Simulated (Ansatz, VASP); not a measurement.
C in VASP and in Ansatz

Contents of INCAR:

```
PREC = Accurate ; ENCUT = 520
EDIFF = 1E-6 ; ISMEAR = 0
SIGMA = 0.1 ; LREAL = F
LASPH = T ; NELM = 60
ALGO = Normal ; ISIF = 2
LWAVE = F ; LCHARG = F
LDIPOL = T ; IDIPOL = 3
DIPOL = 0.5 0.5 0.345 ; GGA = PE
IVDW = 12 ; NBANDS = 16
```

File KPOINTS:

```
regular mesh
0
Gamma
  15 15 1
```

File POSCAR:

```
C
1.0
    2.4657189590      0.0000000000      0.0000000000
   -1.2328594795      2.1353752571      0.0000000000
    0.0000000000      0.0000000000     17.5000000000
C
4
Direct
    0.3333333333      0.6666666667      0.2571428571
    0.6666666667      0.3333333333      0.2571428571
    0.5000000000      1.3333333333      0.4320000000
    0.1666666667      1.6666666667      0.4320000000
```

Input for Ansatz:

```yaml
crystal:
  lattice:
    - [2.465718959, 0.0, 0.0]
    - [-1.2328594795, 2.1353752571, 0.0]
    - [0.0, 0.0, 17.5]
  atoms:
    - { symbol: C, position: [0.3333333333, 0.6666666667, 0.2571428571] }
    - { symbol: C, position: [0.6666666667, 0.3333333333, 0.2571428571] }
    - { symbol: C, position: [0.5, 1.3333333333, 0.432] }
    - { symbol: C, position: [0.1666666667, 1.6666666667, 0.432] }
basis:
  ecutwfc: 420
kpoints:
  mp_grid: { grid: [15, 15, 1] }
hamiltonian:
  xc: pbe
  dispersion: d3bj
scf:
  occupations: { method: gaussian, width: 0.1 }
output:
  forces: true
  eigenvalues: true
  write_density: true
  write_potential: true
  elf: true
  volumetric_format: npy
efield:
  axis: 3
  dipole_correction: true
  ramp_width: 0.04
```

Alike in both runs: task single point; functional PBE; dispersion D3(BJ); k mesh 15 × 15 × 1; occupations gaussian, width 0.1 eV; no spin polarisation.

|  | VASP | Ansatz |
| --- | --- | --- |
| version | VASP 6.6.1 | Ansatz 0.2.0 |
| potentials or method | VASP PAW PBE potentials, release 64 (C), cutoff 520 eV | scalar-relativistic, plane waves, PAW |
| valence electrons in the cell | 16 | 16 |

```tsv
	VASP	Ansatz	Ansatz less VASP
gap on the k mesh at the Fermi level (eV)	0.99	0.99	0.000
least direct gap on the mesh (eV)	0.99	0.99	0.000
rms of the force components (eV/Å)	0.109	0.109	-0.0001
```

Atom by atom the forces differ by 0.000 eV/Å (rms over components). Ansatz's warnings: xc potential rough in thin density.
